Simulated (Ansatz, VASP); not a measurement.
# MgO in VASP and in Ansatz

```
CELL_PARAMETERS angstrom
3.30779 0.00000 0.00000
-1.65389 2.86463 0.00000
0.00000 0.00000 4.98288
ATOMIC_POSITIONS crystal
Mg 0.33333 0.66667 0.00216
Mg 0.66667 0.33333 0.50216
O 0.33333 0.66667 0.40244
O 0.66667 0.33333 0.90244
```

Alike in both runs: task single point; functional PBE; k mesh 12 × 12 × 6; occupations gaussian, width 0.05 eV; no spin polarisation.

```csv
,VASP,Ansatz
version,VASP 6.6.1,Ansatz 0.2.0
potentials or method,"VASP PAW PBE potentials, release 64 (Mg, O), cutoff 520 eV","scalar-relativistic, plane waves, PAW"
valence electrons in the cell,16,32
```

```csv
,VASP,Ansatz,Ansatz less VASP
gap on the k mesh at the Fermi level (eV),3.46,3.48,+0.019
pressure (GPa),3.0,3.3,+0.38
"traceless stress, the component that is largest in VASP (GPa)",0.15,0.12,-0.032
rms of the force components (eV/Å),0.005,0.004,-0.0005
```

Atom by atom the forces differ by 0.000 eV/Å (rms over components). VASP's potentials hold 16 valence electrons a cell and Ansatz's 32, so a difference there can come from the potentials and not from the codes.
